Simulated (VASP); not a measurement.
Write the native input for VASP 6.6.1 that does the following.

```
Task                   : single point
Functional             : PBE
Potentials or basis    : VASP PAW PBE potentials, release 64 (Mg, O)
Cutoff                 : 520 eV
k mesh                 : 10 × 10 × 10
Occupations            : gaussian, width 0.05 eV
Spin                   : no spin polarisation
Dipole correction      : no
Further INCAR settings : ALGO = Normal; EDIFF = 1e-07; NBANDS = 11
```

The structure of MgO lies in POSCAR:

```
MgO
1.0
    0.0000000000      2.1269229054      2.1588267490
    2.1269229054      0.0000000000      2.1588267490
    2.1269229054      2.1269229054      0.0000000000
Mg O
1 1
Direct
    0.0000000000      0.0000000000      0.0000000000
    0.5000000000      0.5000000000      0.5000000000
```

This cell differs from its parent crystal: strain +0.0150 x Voigt [0, 0, 1, 0, 0, 0].

One way to write it, as run:

INCAR

```
SYSTEM = MgO
  PREC = Accurate
  ENCUT = 520
  EDIFF = 1E-7
  ISMEAR = 0
  SIGMA = 0.05
  LREAL = .False.
  LASPH = .True.
  NELM = 80
  ALGO = Normal
  ISIF = 2
  LWAVE = .False.
  LCHARG = .False.
  GGA = PE
  NBANDS = 11
```

KPOINTS

```
regular mesh
0
Gamma
  10 10 10
  0 0 0
```

Potentials or basis: VASP PAW PBE potentials, release 64 (Mg, O).

The run is started by

```sh
$ cat potpaw_PBE.64/Mg/POTCAR potpaw_PBE.64/O/POTCAR > POTCAR
$ mpirun -np 1 vasp_std > vasp.out
```

Results of the run:

```json
{
  "Pressure": "-2.8 GPa",
  "Band gap on the k mesh": "4.28 eV, direct"
}
```

Caveat: the cell differs from its parent crystal (strain +0.0150 x Voigt [0, 0, 1, 0, 0, 0]).

Run time: 11 s on 1 thread of Intel(R) Xeon(R) Platinum 8559C (Emerald Rapids), with other jobs on the host, peak memory 0.15 GiB.
